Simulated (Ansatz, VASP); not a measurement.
# C: VASP beside Ansatz

```
C
1.0
     4.12821    0.00000    0.00000
     0.00000    4.12821    0.00000
     0.00000    0.00000    2.78815
C
8
Direct
  0.31381 0.93120 0.50000
  0.68619 0.93120 0.00000
  0.68619 0.06880 0.50000
  0.93120 0.68619 0.00000
  0.93120 0.31381 0.50000
  0.31381 0.06880 0.00000
  0.06880 0.31381 0.00000
  0.06880 0.68619 0.50000
```

Alike in both runs: task relaxation of cell and atoms; functional PBE; k mesh 4 × 4 × 6; occupations gaussian, width 0.1 eV; no spin polarisation.

|  | VASP | Ansatz |
| --- | --- | --- |
| version | VASP 6.6.1 | Ansatz 0.2.0 |
| potentials or method | VASP PAW PBE potentials, release 64 (C), cutoff 600 eV | scalar-relativistic, plane waves, PAW |
| valence electrons in the cell | 32 | 32 |

Ansatz gave:

```
gap on the k mesh at the Fermi level, each at its own relaxed structure (eV) : none
relaxed volume (Å³/atom)                                                     : 12.19
relaxed cell length with the largest relative difference (Å)                 : 6.238
```

Question: Estimate VASP's values.

Answer: gap on the k mesh at the Fermi level, each at its own relaxed structure (eV): none; relaxed volume (Å³/atom): 9.62; relaxed cell length with the largest relative difference (Å): 5.509.

A gap of «none» marks a metal or a gap that the smearing closes. One of these differences is far larger than is usual between the two programs; its cause wasn't traced.

The k mesh is coarse, so the values compare programs but aren't converged. Noted on VASP's run: the volume moved by over 15 % at a fixed basis, so the end points are rough.
